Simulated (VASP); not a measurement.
Here is a VASP 6.6.1 calculation.

File INCAR:

```
SYSTEM = Be
PREC = Accurate ; ENCUT = 520
EDIFF = 1E-6 ; ISMEAR = -1
SIGMA = 0.1 ; LREAL = .FALSE.
LASPH = .TRUE. ; NELM = 100
ALGO = Normal ; ISIF = 2
LWAVE = .FALSE. ; LCHARG = .TRUE.
GGA = PE ; LELF = .TRUE.
LVHAR = .TRUE. ; NBANDS = 7
```

KPOINTS

```
Automatic mesh
0
G
  13 13 13
  0 0 0
```

File POSCAR:

```
Be
1.0
   -1.2695900489      1.2695900489      1.2695900489
    1.2695900489     -1.2695900489      1.2695900489
    1.2695900489      1.2695900489     -1.2695900489
Be
1
Direct
    0.0000000000      0.0000000000      0.0000000000
```

Potentials or basis: VASP PAW PBE potentials, release 64 (Be).

The run is started by

```console
$ cat potpaw_PBE.64/Be/POTCAR > POTCAR
$ mpirun -np 1 vasp_std > vasp.out
```

**Question.** Estimate the band gap on the k mesh.

**Answer.** Zero (band 1 reaches 10.31 eV, above the bottom of band 2 at 6.47 eV).

**Question.** Estimate the pressure.

**Answer.** -5.1 GPa.
